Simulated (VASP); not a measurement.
## GaAs: relaxation of cell and atoms with LDA

GaAs:

```
Ga As
1.0
     0.00000    2.83500    2.83500
     2.83500    0.00000    2.83500
     2.83500    2.83500    0.00000
Ga As
1 1
Cartesian
  0.0000 0.0000 0.0000
  1.4175 1.4175 1.4175
```

- Program: VASP 6.6.1
- Task: relaxation of cell and atoms
- Functional: LDA
- Potentials or basis: VASP PAW LDA potentials, release 64 (Ga_d, As)
- Cutoff: 500 eV
- k mesh: 7 × 7 × 7
- Occupations: gaussian, width 0.02 eV
- Spin: no spin polarisation
- Dipole correction: no
- Further INCAR settings: ALGO = Normal; EDIFF = 1e-07; IBRION = 2; EDIFFG = -0.03; NSW = 60; ISIF = 3

```yaml
Relaxed_volume: 22.07 Å³/atom
Relaxed_cell: a = 3.967 Å, b = 3.967 Å, c = 3.967 Å, α = 60.00°, β = 60.00°, γ = 60.00°
Space_group_after_relaxing_to_0.1_Å: F-43m (No. 216)
Energy_gained_by_relaxing: 5.1 meV/atom
Ionic_steps: 3
Pressure_after_relaxing: 0.0 GPa
Band_gap_on_the_k_mesh: 0.51 eV
```

Step by step:
| step | energy change (eV) | largest force (eV/Å) | pressure (GPa) | volume (Å³) |
| --- | --- | --- | --- | --- |
| 1 | 0.0000 | 0.0000 | -2.20 | 45.57 |
| 2 | -0.0081 | 0.0000 | 1.07 | 43.53 |
| 3 | -0.0101 | 0.0000 | 0.00 | 44.14 |

Final structure:
```yaml
crystal:
  lattice:
    - [0.00000, 2.80511, 2.80511]
    - [2.80511, 0.00000, 2.80511]
    - [2.80511, 2.80511, 0.00000]
  atoms:
    - { symbol: Ga, position: [0.00000, 0.00000, 0.00000] }
    - { symbol: As, position: [0.25000, 0.25000, 0.25000] }
```

Levels at points of the mesh, in eV from the valence-band top:
```csv
k point,band 7,band 8,band 9,band 10,band 11,band 12
"(0.00, 0.00, 0.00)",0.00,0.00,0.00,0.51,3.68,3.68
```

It took 38 s on 1 thread of Intel(R) Xeon(R) Platinum 8259CL CPU @ 2.50GHz (Skylake/Cascade Lake), with other jobs on the host, peak memory 0.16 GiB.

Caveat: an odd mesh through Γ misses points on the zone boundary, where band edges can lie.
